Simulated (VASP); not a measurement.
# GaN (Cm) in VASP: further runs, part 2 of 2

VASP 6.6.1.

## 4. Single point, r2SCAN (all N atoms moved -0.050 Å, as atom 2 along Cartesian [1 -1 0])

File POSCAR:

```
GaN
1.0
    0.0000000000      2.2535006075      2.2535006075
    2.2535006075      0.0000000000      2.2535006075
    2.2535006075      2.2535006075      0.0000000000
Ga N
1 1
Direct
    0.0000000000      0.0000000000      0.0000000000
    0.7656890746      0.7343109254      0.7500000000
```

File INCAR.step1:

```
SYSTEM = GaN
  PREC = Accurate
  ENCUT = 520
  ISMEAR = 0
  SIGMA = 0.05
  LREAL = .FALSE.
  LASPH = .TRUE.
  NELM = 100
  NBANDS = 16
  GGA = PE
  ALGO = Normal
  EDIFF = 1E-4
  LWAVE = .TRUE.
  LCHARG = .FALSE.
```

File INCAR.step2:

```
SYSTEM = GaN
  PREC = Accurate
  ENCUT = 520
  EDIFF = 1E-7
  ISMEAR = 0
  SIGMA = 0.05
  LREAL = .FALSE.
  LASPH = .TRUE.
  NELM = 100
  ALGO = Normal
  ISIF = 2
  LWAVE = .FALSE.
  LCHARG = .FALSE.
  METAGGA = R2SCAN
  LMIXTAU = .TRUE.
  NBANDS = 16
  ISTART = 1
```

File KPOINTS:

```
regular mesh
0
G
  10 10 10
  0 0 0
```

On the command line:

```sh
$ cat potpaw_PBE.64/Ga_d/POTCAR potpaw_PBE.64/N/POTCAR > POTCAR
$ cp INCAR.step1 INCAR
$ mpirun -np 1 vasp_std > vasp.out
$ cp INCAR.step2 INCAR
$ mpirun -np 1 vasp_std > vasp.out
```

It took 2.2 min on 1 thread of Intel Xeon Platinum 8559C (Emerald Rapids), shared host; peak memory 0.22 GiB.

Results (log left out):

* Free energy: -21.8810 eV
* Pressure: 0.1 GPa
* Largest force: 0.652 eV/Å
* Band gap on the k mesh: 2.03 eV, direct

Forces in eV/Å, atoms in the order of the input:
```
Ga  -0.458  0.458 -0.068
N    0.458 -0.458  0.068
```

Stress tensor (GPa, compression positive):
```
 0.09 -0.34  2.15
-0.34  0.09 -2.15
 2.15 -2.15  0.26
```

Levels at points of the mesh, in eV from the valence-band top:
| k point | band 5 | band 6 | band 7 | band 8 | band 9 | band 10 | band 11 | band 12 | band 13 | band 14 |
| --- | --- | --- | --- | --- | --- | --- | --- | --- | --- | --- |
| (0.00, 0.00, 0.00) | -13.58 | -13.58 | -0.19 | -0.09 | 0.00 | 2.03 | 10.85 | 10.91 | 11.01 | 18.46 |
| (0.50, 0.00, 0.00) | -13.53 | -12.45 | -7.11 | -1.17 | -1.00 | 5.00 | 9.33 | 10.69 | 11.00 | 16.43 |
| (0.00, 0.50, 0.00) | -13.53 | -12.44 | -7.38 | -1.17 | -1.01 | 5.14 | 9.36 | 10.82 | 11.13 | 16.37 |
| (0.00, 0.00, 0.50) | -13.53 | -12.44 | -7.25 | -1.23 | -0.95 | 5.07 | 9.34 | 10.65 | 11.18 | 16.40 |
| (0.50, 0.50, 0.00) | -13.50 | -12.07 | -6.32 | -2.88 | -2.86 | 3.67 | 7.14 | 12.48 | 14.85 | 14.88 |
| (0.00, 0.50, 0.50) | -13.50 | -12.06 | -6.31 | -2.92 | -2.82 | 3.67 | 7.15 | 12.48 | 14.77 | 14.94 |

Caveat: the cell differs from its parent crystal (all N atoms moved -0.050 Å, as atom 2 along Cartesian [1 -1 0]); the PAW data sets were made with another functional, which shifts forces and pressure a little.

## 5. Single point, r2SCAN (all N atoms moved +0.025 Å, as atom 2 along Cartesian [1 -1 0])

Changes to POSCAR since step 4:

```diff
@@ -9,2 +9,2 @@
     0.0000000000      0.0000000000      0.0000000000
-    0.7656890746      0.7343109254      0.7500000000
+    0.7421554627      0.7578445373      0.7500000000
```

File INCAR.step1:

```
PREC = Accurate
ENCUT = 520
ISMEAR = 0
SIGMA = 0.05
LREAL = False
LASPH = True
NELM = 80
NBANDS = 16
GGA = PE
ALGO = Normal
EDIFF = 1E-4
LWAVE = True
LCHARG = False
```

File INCAR.step2:

```
PREC = Accurate
ENCUT = 520
EDIFF = 1E-7
ISMEAR = 0
SIGMA = 0.05
LREAL = False
LASPH = True
NELM = 80
ALGO = Normal
ISIF = 2
LWAVE = False
LCHARG = True
METAGGA = R2SCAN
LMIXTAU = True
LELF = True
LVHAR = True
NBANDS = 16
ISTART = 1
```

File KPOINTS:

```
Automatic mesh
0
Gamma
  10 10 10
```

Potentials or basis: VASP PAW PBE potentials, release 64 (Ga_d, N).

On the command line:

```sh
$ cat potpaw_PBE.64/Ga_d/POTCAR potpaw_PBE.64/N/POTCAR > POTCAR
$ cp INCAR.step1 INCAR
$ mpirun -np 1 vasp_std > vasp.out
$ cp INCAR.step2 INCAR
$ mpirun -np 1 vasp_std > vasp.out
```

OUTCAR:

```text
PREC = Accurate
   ENCUT = 520
   EDIFF = 1E-7
   ISMEAR = 0
   LREAL = False
   LASPH = True
   NELM = 80
   ISIF = 2
   METAGGA = R2SCAN
   ISTART = 1

 ion  position               nearest neighbor table
   1  0.000  0.000  0.000-   2 1.93   2 1.95   2 1.95   2 1.97
   2  0.742  0.758  0.750-   1 1.93   1 1.95   1 1.95   1 1.97

  LATTYP: Found a face centered cubic cell.
 ALAT       =     4.5070012150

  Lattice vectors:

 A1 = (   0.0000000000,   2.2535006075,   2.2535006075)
 A2 = (   2.2535006075,   0.0000000000,   2.2535006075)
[... 624 lines left out ...]
      3      -8.7552      2.00000
      4      -8.6533      2.00000
      5      -8.4732      2.00000
      6      -8.4500      2.00000
[... 8 lines left out ...]
     15      24.4856      0.00000
     16      24.5799      0.00000

 [... further k-points ...]
[... 5 lines left out ...]
  --------------------------------------------------------------------------------------
  -------------------------------------------------------------------------------------
  Total       -0.0074805     -0.0074805     -0.0015153     -0.0123799      0.1528525     -0.1528610
  in kB       -0.5236498     -0.5236498     -0.1060716     -0.8666091     10.6999080    -10.7005071
  external PRESSURE =      -0.3844571 kB  Pullay stress =       0.0000000 kB

 VOLUME and BASIS-vectors are now :
 -----------------------------------------------------------------------------
  energy-cutoff  :      520.00
  volume of cell :       22.89
      direct lattice vectors                 reciprocal lattice vectors
     0.000000000  2.253500607  2.253500607    -0.221877020  0.221877020  0.221877020
     2.253500607  0.000000000  2.253500607     0.221877020 -0.221877020  0.221877020
     2.253500607  2.253500607  0.000000000     0.221877020  0.221877020 -0.221877020

 POSITION                                       TOTAL-FORCE (eV/Angst)
 -----------------------------------------------------------------------------------
      0.00000      0.00000      0.00000         0.228846     -0.228846     -0.017142
      3.39793      3.36257      3.38025        -0.228846      0.228846      0.017142
 -----------------------------------------------------------------------------------
    total drift:                                0.007960     -0.007979      0.000936

  FREE ENERGIE OF THE ION-ELECTRON SYSTEM (eV)
  ---------------------------------------------------
  free  energy   TOTEN  =       -21.8929611843 eV

  energy  without entropy=      -21.8929611843  energy(sigma->0) =      -21.89296118
```

OUTCAR.step1:

```text
PREC = Accurate
   ENCUT = 520
   ISMEAR = 0
   LREAL = False
   LASPH = True
[... 677 lines left out ...]
      0.00000      0.00000      0.00000         0.216639     -0.216639     -0.016803
      3.39793      3.36257      3.38025        -0.216639      0.216639      0.016803
 -----------------------------------------------------------------------------------
    total drift:                               -0.000067      0.000062      0.000007

  FREE ENERGIE OF THE ION-ELECTRON SYSTEM (eV)
  ---------------------------------------------------
  free  energy   TOTEN  =       -12.1393762401 eV

  energy  without entropy=      -12.1393762401  energy(sigma->0) =      -12.13937624
```

It took 2.6 min on 1 thread of Intel Xeon Platinum 8559C (Emerald Rapids), shared host; peak memory 0.22 GiB.

What came out:

```
Free energy            : -21.8930 eV
Pressure               : 0.0 GPa
Largest force          : 0.324 eV/Å
Band gap on the k mesh : 2.07 eV, direct
```

Forces on the atoms (eV/Å):
```
Ga   0.229 -0.229 -0.017
N   -0.229  0.229  0.017
```

Caveat: the cell differs from its parent crystal (all N atoms moved +0.025 Å, as atom 2 along Cartesian [1 -1 0]); the PAW data sets were made with another functional, which shifts forces and pressure a little.

## 6. Single point, r2SCAN (all N atoms moved +0.087 Å, as atom 2 along Cartesian [1 -1 0])

Changes to POSCAR since step 5:

```diff
@@ -9,2 +9,2 @@
     0.0000000000      0.0000000000      0.0000000000
-    0.7421554627      0.7578445373      0.7500000000
+    0.7225441195      0.7774558805      0.7500000000
```

File INCAR.step1:

```
PREC = Accurate ; ENCUT = 520
ISMEAR = 0 ; SIGMA = 0.05
LREAL = False ; LASPH = True
NELM = 80 ; NBANDS = 16
GGA = PE ; ALGO = Normal
EDIFF = 1E-4 ; LWAVE = True
LCHARG = False
```

File INCAR.step2:

```
PREC = Accurate ; ENCUT = 520
EDIFF = 1E-6 ; ISMEAR = 0
SIGMA = 0.05 ; LREAL = False
LASPH = True ; NELM = 80
ALGO = Normal ; ISIF = 2
LWAVE = False ; LCHARG = False
METAGGA = R2SCAN ; LMIXTAU = True
NBANDS = 16 ; ISTART = 1
```

File KPOINTS:

```
regular mesh
0
Gamma
  10 10 10
```

Potentials or basis: VASP PAW PBE potentials, release 64 (Ga_d, N).

On the command line:

```sh
$ cat potpaw_PBE.64/Ga_d/POTCAR potpaw_PBE.64/N/POTCAR > POTCAR
$ cp INCAR.step1 INCAR
$ mpirun -np 1 vasp_std > vasp.out
$ cp INCAR.step2 INCAR
$ mpirun -np 1 vasp_std > vasp.out
```

Wall time 1.9 min (1 thread of Intel Xeon Platinum 8559C (Emerald Rapids), shared host); peak memory 0.22 GiB.

Results (log left out):

- Free energy: -21.8479 eV
- Pressure: 0.8 GPa
- Largest force: 1.159 eV/Å
- Band gap on the k mesh: 1.97 eV, direct

Forces on the atoms (eV/Å):
```
Ga   0.806 -0.806 -0.211
N   -0.806  0.806  0.211
```

Stress tensor (GPa, compression positive):
```
 0.63 -1.03 -3.78
-1.03  0.63  3.78
-3.78  3.78  1.18
```

Levels at points of the mesh, in eV from the valence-band top:
```csv
k point,band 7,band 8,band 9,band 10,band 11,band 12
"(0.00, 0.00, 0.00)",-0.34,-0.14,0.00,1.97,10.77,10.84
"(0.50, 0.00, 0.00)",-7.54,-1.29,-1.01,5.13,9.30,10.71
"(0.00, 0.50, 0.00)",-7.07,-1.29,-1.00,4.90,9.25,10.47
"(0.00, 0.00, 0.50)",-7.30,-1.39,-0.90,5.00,9.27,10.41
"(0.50, 0.50, 0.00)",-6.39,-2.94,-2.88,3.59,7.05,12.40
"(0.00, 0.50, 0.50)",-6.37,-3.01,-2.84,3.60,7.08,12.41
```

Caveat: the cell differs from its parent crystal (all N atoms moved +0.087 Å, as atom 2 along Cartesian [1 -1 0]); the PAW data sets were made with another functional, which shifts forces and pressure a little.
